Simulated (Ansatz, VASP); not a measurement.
## Two plane-wave programs on InAs

```
CELL_PARAMETERS angstrom
0.00000 3.10780 3.10780
3.10780 0.00000 3.10780
3.10780 3.10780 0.00000
ATOMIC_POSITIONS crystal
In 0.00000 0.00000 0.00000
As 0.75000 0.75000 0.75000
```

Alike in both runs: task single point; functional RPBE; k mesh 6 × 6 × 6; occupations gaussian, width 0.05 eV; no spin polarisation.

|  | VASP | Ansatz |
| --- | --- | --- |
| version | VASP 6.6.1 | Ansatz 0.2.0 |
| potentials or method | VASP PAW PBE potentials, release 64 (In_d, As), cutoff 520 eV | scalar-relativistic, plane waves, PAW |
| valence electrons in the cell | 18 | 28 |

VASP gave:

| Item | Value |
| --- | --- |
| gap on the k mesh at the Fermi level (eV) | none |
| pressure (GPa) | 1.0 |

Task: Which values does Ansatz return?

Result: gap on the k mesh at the Fermi level (eV): none; pressure (GPa): 0.9.

VASP's potentials were made for PBE, not for RPBE. A gap of «none» marks a metal or a gap that the smearing closes. VASP's potentials hold 18 valence electrons a cell and Ansatz's 28, so a difference there can come from the potentials and not from the codes.
